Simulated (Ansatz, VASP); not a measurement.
# Two plane-wave programs on AgB2

The input INCAR:

```
SYSTEM = AgB2
PREC = Accurate
ENCUT = 520
EDIFF = 1E-6
ISMEAR = -1
SIGMA = 0.1
LREAL = .FALSE.
LASPH = .TRUE.
NELM = 60
ALGO = Normal
ISIF = 2
LWAVE = .FALSE.
LCHARG = .FALSE.
LDIPOL = .TRUE.
IDIPOL = 3
DIPOL = 0.5 0.5 0.500
GGA = PE
NBANDS = 36
```

Contents of KPOINTS:

```
regular mesh
0
G
  6 4 1
  0 0 0
```

POSCAR

```
AgB2
1.0
    3.0268040000      0.0000000000      0.0000000000
    0.0000000000      4.0639220000      0.0000000000
    0.0000000000      0.0000000000     20.9901052905
Ag B
3 6
Direct
    0.0000000000      0.0000000000      0.3334904663
    0.5000000000      0.0000000000      0.4583726010
    0.0000000000      0.0000000000      0.5832547357
    0.5000005000      0.5000000000      0.3751178029
    0.9999995000      0.5000000000      0.4167452643
    0.0000005000      0.5000000000      0.4999999376
    0.4999995000      0.5000000000      0.5416273990
    0.5000005000      0.5000000000      0.6248820723
    0.9999995000      0.5000000000      0.6665095337
```

Input for Ansatz:

```yaml
crystal:
  lattice:
    - [3.0268039999999994, 0.0, 0.0]
    - [0.0, 4.063922, 0.0]
    - [0.0, 0.0, 20.990105290499997]
  atoms:
    - { symbol: Ag, position: [0.0, 0.0, 0.3334904662516467] }
    - { symbol: B, position: [0.5000005000000002, 0.5, 0.3751178028579345] }
    - { symbol: B, position: [0.9999995, 0.5, 0.416745264346357] }
    - { symbol: Ag, position: [0.5000000000000001, 0.0, 0.4583726009526448] }
    - { symbol: B, position: [5.000000002542477e-07, 0.5, 0.4999999375589327] }
    - { symbol: B, position: [0.49999950000000004, 0.5, 0.5416273990473551] }
    - { symbol: Ag, position: [2.220446049250313e-16, 0.0, 0.5832547356536429] }
    - { symbol: B, position: [0.5000005000000003, 0.5, 0.6248820722599308] }
    - { symbol: B, position: [0.9999995000000004, 0.5, 0.6665095337483533] }
basis:
  ecutwfc: 476.19925930478996
kpoints:
  mp_grid:
    grid: [6, 4, 1]
efield:
  axis: 3
  dipole_correction: true
scf:
  occupations:
    method: fermi_dirac
output:
  write_potential: true
  forces: true
```

Alike in both runs: task single point; functional PBE; k mesh 6 × 4 × 1; no spin polarisation.

```csv
,VASP,Ansatz
version,VASP 6.6.1,Ansatz 0.2.0
potentials or method,"VASP PAW PBE potentials, release 64 (Ag, B), cutoff 520 eV","plane waves, PAW"
occupations,"fermi-dirac, width 0.1 eV",fermi-dirac
valence electrons in the cell,51,75
```

```tsv
	VASP	Ansatz	Ansatz less VASP
gap on the k mesh at the Fermi level (eV)	none	none	-
rms of the force components (eV/Å)	1.187	1.187	0.0000
```

A gap of «none» marks a metal or a gap that the smearing closes. VASP's potentials hold 51 valence electrons a cell and Ansatz's 75, so a difference there can come from the potentials and not from the codes. Ansatz's warnings: structure snapped to symmetry, xc potential rough in thin density.

The k mesh is coarse, so the values compare programs but aren't converged.
